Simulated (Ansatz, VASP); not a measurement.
## One calculation of SnSe, two programs

```
Sn Se
1.0
     0.00000    3.03488    3.03488
     3.03488    0.00000    3.03488
     3.03488    3.03488    0.00000
Sn Se
1 1
Cartesian
  0.0000 0.0000 0.0000
  3.0349 3.0349 3.0349
```

Change from the starting cell: volume scaled by 1.025, PAW files.

Alike in both runs: task electric field gradients; functional PBE; k mesh 7 × 7 × 7; occupations fermi-dirac, width 0.01 eV; no spin polarisation.

```csv
,VASP,Ansatz
version,VASP 6.6.1,Ansatz 0.2.0
potentials or method,"VASP PAW PBE potentials, release 64 (Sn_d, Se)","PAW with Ansatz's default frozen-core files, scalar-relativistic"
plane-wave cutoff (eV),400,420
valence electrons in the cell,20,30
```

|  | VASP | Ansatz | Ansatz less VASP |
| --- | --- | --- | --- |
| pressure (GPa) | -0.3 | -0.3 | +0.03 |

VASP's potentials hold 20 valence electrons a cell and Ansatz's 30, so a difference there can come from the potentials and not from the codes.
